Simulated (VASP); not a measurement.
Set up this calculation in VASP 6.6.1, as the native input.

```yaml
Task: single point
Functional: LDA
Potentials_or_basis: VASP PAW LDA potentials, release 64 (Al, Ni)
Cutoff: 520 eV
k_mesh: 14 × 14 × 14
Occupations: gaussian, width 0.15 eV
Spin: collinear spin, ferromagnetic start
Starting_moments: "[0.0, 0.875, 0.875, 0.875] μB"
Fixed_moment: 2.625 μB
Dipole_correction: no
Further_INCAR_settings: ALGO = Normal; EDIFF = 1e-06; NBANDS = 28
```

The structure of AlNi3 lies in POSCAR:

```
AlNi3
1.0
    0.0000000000      2.8742871579      2.8742871579
    2.8742871579      0.0000000000      2.8742871579
    2.8742871579      2.8742871579      0.0000000000
Al Ni
1 3
Direct
    0.5000000000      0.5000000000      0.5000000000
    0.2500000000      0.2500000000      0.2500000000
    0.0000000000      0.0000000000      0.0000000000
    0.7500000000      0.7500000000      0.7500000000
```

The input as run:

INCAR

```
PREC = Accurate
ENCUT = 520
EDIFF = 1E-6
ISMEAR = 0
SIGMA = 0.15
LREAL = F
LASPH = T
NELM = 150
ALGO = Normal
ISIF = 2
LWAVE = F
LCHARG = F
ISPIN = 2
MAGMOM = 0 0.875 0.875 0.875
LORBIT = 11
NUPDOWN = 2.625
LMAXMIX = 4
NBANDS = 28
```

KPOINTS

```
regular mesh
0
Gamma
  14 14 14
```

Potentials or basis: VASP PAW LDA potentials, release 64 (Al, Ni).

The run is started by

```console
$ cat potpaw_LDA.64/Al/POTCAR potpaw_LDA.64/Ni/POTCAR > POTCAR
$ mpirun -np 1 vasp_std > vasp.out
```

Results of the run:

The pressure is -14.4 GPa. The net moment is 2.62 μB per cell, the site moments are Al +0.04; Ni +0.76, +0.90 (each value once) μB and the valence electrons inside the program's atomic spheres are Al 0.80; Ni 9.32, 9.25 (each value once).

Caveat: the cell stands under tension; the total moment is fixed, so each spin has its own Fermi level and the state may be an excited one.

Run time: 110 s on 1 thread of Intel(R) Xeon(R) 6975P-C (Granite Rapids), with other jobs on the host, peak memory 0.29 GiB.
